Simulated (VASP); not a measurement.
# PtS2 (P-3m1) in VASP: a series of runs, part 2 of 2

VASP 6.6.1. The steps go on from the part before.

## Step 4: Single point, PBE

Input file INCAR:

```
PREC = Accurate
ENCUT = 520
EDIFF = 1E-7
ISMEAR = 0
SIGMA = 0.05
LREAL = F
LASPH = T
NELM = 60
ALGO = Normal
ISIF = 2
LWAVE = F
LCHARG = F
GGA = PE
NBANDS = 18
```

Input file KPOINTS:

```
regular mesh
0
Gamma
  12 12 6
```

Input file POSCAR:

```
PtS2
1.0
    3.5765911006      0.0000000000      0.0000000000
   -1.7882955503      3.0974187520      0.0000000000
    0.0000000000      0.0000000000      6.4966356506
Pt S
1 2
Direct
    0.0000000000      0.0000000000      0.0000000000
    0.3333333333      0.6666666667      0.1889525212
    0.6666666667      0.3333333333      0.8110474788
```

Potentials or basis: VASP PAW PBE potentials, release 64 (Pt, S).

The run is started by

```sh
cat potpaw_PBE.64/Pt/POTCAR potpaw_PBE.64/S/POTCAR > POTCAR
mpirun -np 1 vasp_std > vasp.out
```

OUTCAR:

```text
PREC = Accurate
   ENCUT = 520
   EDIFF = 1E-7
   ISMEAR = 0
   LREAL = F
   LASPH = T
   NELM = 60
   ISIF = 2
   GGA = PE

 ion  position               nearest neighbor table
   1  0.000  0.000  0.000-   2 2.40   3 2.40   2 2.40   3 2.40   3 2.40   2 2.40
   2  0.333  0.667  0.189-   1 2.40   1 2.40   1 2.40
   3  0.667  0.333  0.811-   1 2.40   1 2.40   1 2.40

  LATTYP: Found a hexagonal cell.
 ALAT       =     3.5765911006
 C/A-ratio  =     1.8164323144

  Lattice vectors:

 A1 = (   3.5765911006,   0.0000000000,   0.0000000000)
 A2 = (  -1.7882955503,   3.0974187520,   0.0000000000)
 A3 = (   0.0000000000,   0.0000000000,   6.4966356506)

Analysis of symmetry for initial positions (statically):
=====================================================================
 Subroutine PRICEL returns:
 Original cell was already a primitive cell.

 Routine SETGRP: Setting up the symmetry group for a
 hexagonal supercell.

 Subroutine GETGRP returns: Found 12 space group operations
 (whereof 12 operations were pure point group operations)
 out of a pool of 24 trial point group operations.

The static configuration has the point symmetry D_3d.

Analysis of symmetry for dynamics (positions and initial velocities):
=====================================================================
 Subroutine PRICEL returns:
 Original cell was already a primitive cell.

 Routine SETGRP: Setting up the symmetry group for a
 hexagonal supercell.

 Subroutine GETGRP returns: Found 12 space group operations
 (whereof 12 operations were pure point group operations)
 out of a pool of 24 trial point group operations.

The dynamic configuration has the point symmetry D_3d.

 Subroutine INISYM returns: Found 12 space group operations
 (whereof 12 operations are pure point group operations),
 and found     1 'primitive' translations

[... 116 lines left out ...]
     AMIX_MAG =   1.60;   BMIX_MAG =  1.00
  volume/ion in A,a.u.               =      23.99       161.89
  Fermi-wavevector in a.u.,A,eV,Ry     =   1.102799  2.083989 16.546947  1.216166
  Thomas-Fermi vector in A             =   2.239248
   LORBIT       =      0    0 simple, 1 ext, 2 COOP (PROOUT), +10 PAW based schemes
   GGA     = PE    functional components
   LHFCALC =     F    Hartree Fock is set to
   AEXX    =    0.0000 exact exchange contribution
   IVDW    =     0    specifies the selected vdW correction
   LEPSILON=     F    determine dielectric tensor
   LRPA    =     F    only Hartree local field effects (RPA)
 non-spin polarized calculation
 Gauss-broadening in eV      SIGMA  =   0.05
  energy-cutoff  :      520.00
  volume of cell :       71.97
 maximum number of plane-waves:      1960
 NGX is ok and might be reduce to    28
   NGX = 13   NGY = 13   NGZ = 25

 number of electron      21.9999995 magnetization

 Free energy of the ion-electron system (eV)
  ---------------------------------------------------
  ext. energy  EPLUGINS =         0.00000000
  ---------------------------------------------------
  free energy    TOTEN  =       -15.46555095 eV

  energy without entropy =      -15.46555095  energy(sigma->0) =      -15.46555095

 E-fermi :   3.3437     XC(G=0):  -8.8811

 val. band max:        3.0784078903   @ k =   0.1667   0.1667   0.0000
 cond. band min:       4.5621960435   @ k =   0.0000   0.2500   0.3333
 fundamental gap:      1.4837881531
 Fermi energy:         3.3436815905

 k-point     1 :       0.0000    0.0000    0.0000
  band No.  band energies     occupation
      1     -11.0106      2.00000
      2      -8.7683      2.00000
      3      -2.5516      2.00000
      4      -2.5516      2.00000
      5      -2.2909      2.00000
      6       0.1247      2.00000
[... 481 lines left out ...]
      5      -1.9296      2.00000
      6      -0.4444      2.00000
[... 10 lines left out ...]
     17      12.3334      0.00000
     18      12.8282      0.00000

 [... further k-points ...]

------------------------ aborting loop because EDIFF is reached ----------------------------------------

  FORCE on cell =-STRESS in cart. coord.  units (eV):
  Direction    XX          YY          ZZ          XY          YZ          ZX
  --------------------------------------------------------------------------------------
  -------------------------------------------------------------------------------------
  Total       -0.1785741     -0.1785741     -0.1164161      0.0000000      0.0000000      0.0000000
  in kB       -3.9753128     -3.9753127     -2.5915866      0.0000000      0.0000000      0.0000000
  external PRESSURE =      -3.5140707 kB  Pullay stress =       0.0000000 kB

 VOLUME and BASIS-vectors are now :
 -----------------------------------------------------------------------------
  energy-cutoff  :      520.00
  volume of cell :       71.97
      direct lattice vectors                 reciprocal lattice vectors
     3.576591101  0.000000000  0.000000000     0.279595842  0.161424735  0.000000000
    -1.788295550  3.097418752  0.000000000     0.000000000  0.322849469  0.000000000
     0.000000000  0.000000000  6.496635651     0.000000000  0.000000000  0.153925825

 POSITION                                       TOTAL-FORCE (eV/Angst)
 -----------------------------------------------------------------------------------
      0.00000      0.00000      0.00000         0.000000      0.000000      0.000000
     -0.00000      2.06495      1.22756        -0.000000     -0.000000     -0.036417
      1.78830      1.03247      5.26908         0.000000      0.000000      0.036417
 -----------------------------------------------------------------------------------
    total drift:                                0.000000     -0.000000     -0.000000

  FREE ENERGIE OF THE ION-ELECTRON SYSTEM (eV)
  ---------------------------------------------------
  free  energy   TOTEN  =       -15.4655509513 eV

  energy  without entropy=      -15.4655509513  energy(sigma->0) =      -15.46555095
```

stdout:

```text
POSCAR found type information on POSCAR PtS
 POSCAR found :  2 types and       3 ions
 scaLAPACK will be used
 LDA part: xc-table for (Slater+PW92), standard interpolation
 POSCAR, INCAR and KPOINTS ok, starting setup
 FFT: planning ... GRIDC
 FFT: planning ... GRID_SOFT
 FFT: planning ... GRID
 WAVECAR not read
 entering main loop
```

Run time: 2.5 min. Hardware: 1 thread of Intel Xeon 8259CL, shared host; peak memory 0.27 GiB.

What came out:

* Free energy: -15.4656 eV
* Pressure: -0.4 GPa
* Largest force: 0.036 eV/Å
* Band gap on the k mesh: 1.48 eV (least direct gap 1.59 eV)

Forces in eV/Å, atoms in the order of the input:
```
Pt   0.000  0.000  0.000
S    0.000  0.000 -0.036
S    0.000  0.000  0.036
```

Stress tensor (GPa, compression positive):
```
-0.40  0.00  0.00
 0.00 -0.40  0.00
 0.00  0.00 -0.26
```

Levels at points of the mesh, in eV from the valence-band top:
```
           k point  band 9  band 10  band 11  band 12  band 13  band 14
(0.00, 0.00, 0.00)   -0.41    -0.40    -0.40     3.05     3.05     5.30
(0.50, 0.00, 0.00)   -2.14    -1.77    -1.63     2.59     2.89     5.53
(0.00, 0.00, 0.50)   -0.78    -0.41    -0.41     3.08     3.08     5.89
(0.50, 0.00, 0.50)   -2.12    -1.83    -1.36     2.71     2.81     5.34
```

Caveat: spin-orbit coupling is left out, which moves the levels of the heavy elements; this functional lacks dispersion, which binds the layers, so the pressure and a relaxed spacing across them are unreliable.

## Step 5: Relaxation of cell and atoms, PBE

Input file INCAR:

```
SYSTEM = PtS2
  PREC = Accurate
  ENCUT = 600
  EDIFF = 1E-7
  ISMEAR = 0
  SIGMA = 0.02
  LREAL = .FALSE.
  LASPH = .TRUE.
  NELM = 100
  ALGO = Normal
  ISIF = 3
  LWAVE = .FALSE.
  LCHARG = .FALSE.
  GGA = PE
  IBRION = 2
  NSW = 100
  EDIFFG = -0.005
```

Input file KPOINTS:

```
Automatic mesh
0
G
  9 9 4
  0 0 0
```

POSCAR is that of step 4.

Potentials or basis: VASP PAW PBE potentials, release 64 (Pt, S).

The run is started by

```sh
cat potpaw_PBE.64/Pt/POTCAR potpaw_PBE.64/S/POTCAR > POTCAR
mpirun -np 1 vasp_std > vasp.out
```

OUTCAR:

```text
SYSTEM = PtS2
   PREC = Accurate
   ENCUT = 600
   EDIFF = 1E-7
   ISMEAR = 0
   LREAL = .FALSE.
   LASPH = .TRUE.
   NELM = 100
   ISIF = 3
   GGA = PE
   IBRION = 2
   NSW = 100
   EDIFFG = -0.005

 ion  position               nearest neighbor table
   1  0.000  0.000  0.000-   2 2.40   3 2.40   2 2.40   3 2.40   3 2.40   2 2.40
   2  0.333  0.667  0.189-   1 2.40   1 2.40   1 2.40
   3  0.667  0.333  0.811-   1 2.40   1 2.40   1 2.40

  LATTYP: Found a hexagonal cell.
 ALAT       =     3.5765911006
 C/A-ratio  =     1.8164323144

  Lattice vectors:

 A1 = (   3.5765911006,   0.0000000000,   0.0000000000)
 A2 = (  -1.7882955503,   3.0974187520,   0.0000000000)
 A3 = (   0.0000000000,   0.0000000000,   6.4966356506)

Analysis of symmetry for initial positions (statically):
=====================================================================
 Subroutine PRICEL returns:
 Original cell was already a primitive cell.

 Routine SETGRP: Setting up the symmetry group for a
 hexagonal supercell.

 Subroutine GETGRP returns: Found 12 space group operations
 (whereof 12 operations were pure point group operations)
 out of a pool of 24 trial point group operations.

The static configuration has the point symmetry D_3d.

Analysis of symmetry for dynamics (positions and initial velocities):
=====================================================================
 Subroutine PRICEL returns:
 Original cell was already a primitive cell.

 Routine SETGRP: Setting up the symmetry group for a
 hexagonal supercell.

 Subroutine GETGRP returns: Found 12 space group operations
 (whereof 12 operations were pure point group operations)
 out of a pool of 24 trial point group operations.

The dynamic configuration has the point symmetry D_3d.

 Subroutine INISYM returns: Found 12 space group operations
 (whereof 12 operations are pure point group operations),
 and found     1 'primitive' translations

[... 137 lines left out ...]

 number of electron      22.0000003 magnetization

 Free energy of the ion-electron system (eV)
  ---------------------------------------------------
  ext. energy  EPLUGINS =         0.00000000
  ---------------------------------------------------
  free energy    TOTEN  =       -15.46591556 eV

  energy without entropy =      -15.46591556  energy(sigma->0) =      -15.46591556

------------------------ aborting loop because EDIFF is reached ----------------------------------------

  FORCE on cell =-STRESS in cart. coord.  units (eV):
  Direction    XX          YY          ZZ          XY          YZ          ZX
  --------------------------------------------------------------------------------------
  -------------------------------------------------------------------------------------
  Total       -0.1600311     -0.1600311     -0.0987600      0.0000000      0.0000000      0.0000000
  in kB       -3.5625187     -3.5625187     -2.1985375      0.0000000      0.0000000      0.0000000
  external PRESSURE =      -3.1078583 kB  Pullay stress =       0.0000000 kB
[... 61 lines left out ...]
--------------------------------------- Ionic step        3  -------------------------------------------

 number of electron      22.0000003 magnetization

 Free energy of the ion-electron system (eV)
  ---------------------------------------------------
  ext. energy  EPLUGINS =         0.00000000
  ---------------------------------------------------
  free energy    TOTEN  =       -15.46613048 eV

  energy without entropy =      -15.46613048  energy(sigma->0) =      -15.46613048

 E-fermi :   3.1741     XC(G=0):  -8.8910

 val. band max:        3.0749735311   @ k =   0.0000   0.2222   0.2500
 cond. band min:       4.6507043704   @ k =   0.0000   0.2222   0.2500
 fundamental gap:      1.5757308393
 Fermi energy:         3.1741489632

 k-point     1 :       0.0000    0.0000    0.0000
  band No.  band energies     occupation
      1     -11.0071      2.00000
      2      -8.7496      2.00000
      3      -2.5479      2.00000
      4      -2.5479      2.00000
      5      -2.2827      2.00000
      6       0.1376      2.00000
      7       0.1376      2.00000
      8       2.0715      2.00000
      9       2.6883      2.00000
     10       2.7054      2.00000
     11       2.7054      2.00000
     12       6.1652      0.00000
     13       6.1652      0.00000
     14       8.4191      0.00000
[... 401 lines left out ...]
      2      -8.9760      2.00000
      3      -2.3391      2.00000
      4      -2.1566      2.00000
      5      -1.5756      2.00000
      6      -0.9743      2.00000
      7      -0.4450      2.00000
      8       0.9083      2.00000
      9       2.1569      2.00000
     10       2.4103      2.00000
     11       3.0098      2.00000
     12       4.8188      0.00000
     13       5.4275      0.00000
     14       9.5852      0.00000
     15      10.7929      0.00000

 [... further k-points ...]

------------------------ aborting loop because EDIFF is reached ----------------------------------------

  FORCE on cell =-STRESS in cart. coord.  units (eV):
  Direction    XX          YY          ZZ          XY          YZ          ZX
  --------------------------------------------------------------------------------------
  -------------------------------------------------------------------------------------
  Total       -0.0005036     -0.0005036      0.0056858      0.0000000      0.0000000     -0.0000000
  in kB       -0.0112404     -0.0112404      0.1269005      0.0000000      0.0000000     -0.0000000
  external PRESSURE =       0.0348066 kB  Pullay stress =       0.0000000 kB
[... 18 lines left out ...]
  FREE ENERGIE OF THE ION-ELECTRON SYSTEM (eV)
  ---------------------------------------------------
  free  energy   TOTEN  =       -15.4661304813 eV

  energy  without entropy=      -15.4661304813  energy(sigma->0) =      -15.46613048

 reached required accuracy - stopping structural energy minimisation
```

OSZICAR:

```text
N       E                     dE             d eps       ncg     rms          rms(c)
DAV:   1     0.134715652872E+03    0.13472E+03   -0.11145E+04  1290   0.144E+03
[... 26 lines left out ...]
DAV:   1    -0.154685005615E+02   -0.29437E-02   -0.53440E-02  1479   0.210E+00    0.330E-01
DAV:   2    -0.154665449625E+02    0.19556E-02   -0.80068E-03  1451   0.102E+00    0.224E-01
DAV:   3    -0.154662253787E+02    0.31958E-03   -0.56476E-04  1360   0.270E-01    0.101E-01
DAV:   4    -0.154661364690E+02    0.88910E-04   -0.51965E-04  1458   0.135E-01    0.419E-02
DAV:   5    -0.154661334159E+02    0.30531E-05   -0.20091E-05  1535   0.405E-02    0.268E-02
DAV:   6    -0.154661309423E+02    0.24736E-05   -0.47409E-06  1479   0.207E-02    0.505E-03
DAV:   7    -0.154661304682E+02    0.47407E-06   -0.50521E-07  1654   0.826E-03    0.198E-03
DAV:   8    -0.154661304813E+02   -0.13083E-07   -0.78053E-08  1016   0.276E-03
   3 F= -.15466130E+02 E0= -.15466130E+02  d E =-.214925E-03
```

CONTCAR:

```text
PtS2
   1.00000000000000
     3.5730751141116466    0.0000000000000000    0.0000000000000000
    -1.7865375570558233    3.0943738183819263   -0.0000000000000000
     0.0000000000000000    0.0000000000000000    6.4926943175280796
  Pt              S
     1     2
Direct
     0.0000000000000000    0.0000000000000000    0.0000000000000000
     0.3333333332999970    0.6666666667000030    0.1888467732637361
     0.6666666667000030    0.3333333332999970    0.8111532267362639

  0.00000000E+00  0.00000000E+00  0.00000000E+00
  0.00000000E+00  0.00000000E+00  0.00000000E+00
  0.00000000E+00  0.00000000E+00  0.00000000E+00
```

Run time: 3.2 min. Hardware: 1 thread of Intel Xeon 8259CL, shared host; peak memory 0.26 GiB.

Results:

```yaml
Free_energy: -15.4661 eV
Relaxed_volume: 23.93 Å³/atom
Relaxed_cell: a = 3.573 Å, b = 3.573 Å, c = 6.493 Å, α = 90.00°, β = 90.00°, γ = 120.00°
Space_group_after_relaxing_to_0.1_Å: P-3m1 (No. 164)
Energy_gained_by_relaxing: 0.1 meV/atom
Ionic_steps: 3
Pressure_after_relaxing: 0.0 GPa
Largest_force_after_relaxing: 0.004 eV/Å
Band_gap_on_the_k_mesh: 1.58 eV
```

Forces in eV/Å, atoms in the order of the input:
```
Pt   0.000  0.000  0.000
S    0.000  0.000  0.004
S    0.000  0.000 -0.004
```

Step by step:
```tsv
step	energy change (eV)	largest force (eV/Å)	pressure (GPa)	volume (Å³)
1	0.0000	0.0374	-0.31	71.97
2	0.0004	0.0729	0.52	71.49
3	-0.0002	0.0042	0.00	71.79
```

Final structure:
```yaml
crystal:
  lattice:
    - [3.57308, 0.00000, 0.00000]
    - [-1.78654, 3.09437, 0.00000]
    - [0.00000, 0.00000, 6.49269]
  atoms:
    - { symbol: Pt, position: [0.00000, 0.00000, 0.00000] }
    - { symbol: S, position: [0.33333, 0.66667, 0.18885] }
    - { symbol: S, position: [0.66667, 0.33333, 0.81115] }
```

Caveat: spin-orbit coupling is left out, which moves the levels of the heavy elements; an odd mesh through Γ misses points on the zone boundary, where band edges can lie; this functional lacks dispersion, which binds the layers, so the pressure and a relaxed spacing across them are unreliable. PBE gaps usually lie below the measured ones, often by a third to a half.

## Step 6: Summary

| task | cell | k mesh | cutoff (eV) | smearing | gap on the mesh (eV) | pressure (GPa) | largest force (eV/Å) |
| --- | --- | --- | --- | --- | --- | --- | --- |
| single point | as given | 9 × 9 × 4 | 520 | gaussian 0.02 eV | 1.57 | -0.3 | 0.04 |
| single point | as given | 9 × 9 × 4 | 520 | gaussian 0.05 eV | 1.57 | -0.3 | 0.04 |
| single point | as given | 12 × 12 × 6 | 520 | gaussian 0.05 eV | 1.48 | -0.4 | 0.04 |
| relaxation of cell and atoms | relaxed | 9 × 9 × 4 | 600 | gaussian 0.02 eV | 1.58 | 0.0 | - |

Alike in all rows: level PBE; potentials or basis VASP PAW PBE potentials, release 64 (Pt, S); no spin polarisation.

Caveats: spin-orbit coupling is left out, which moves the levels of the heavy elements; this functional lacks dispersion, which binds the layers, so the pressure and a relaxed spacing across them are unreliable; an odd mesh through Γ misses points on the zone boundary, where band edges can lie (at least some runs).

Absolute energies hang on the potentials; compare differences alone.
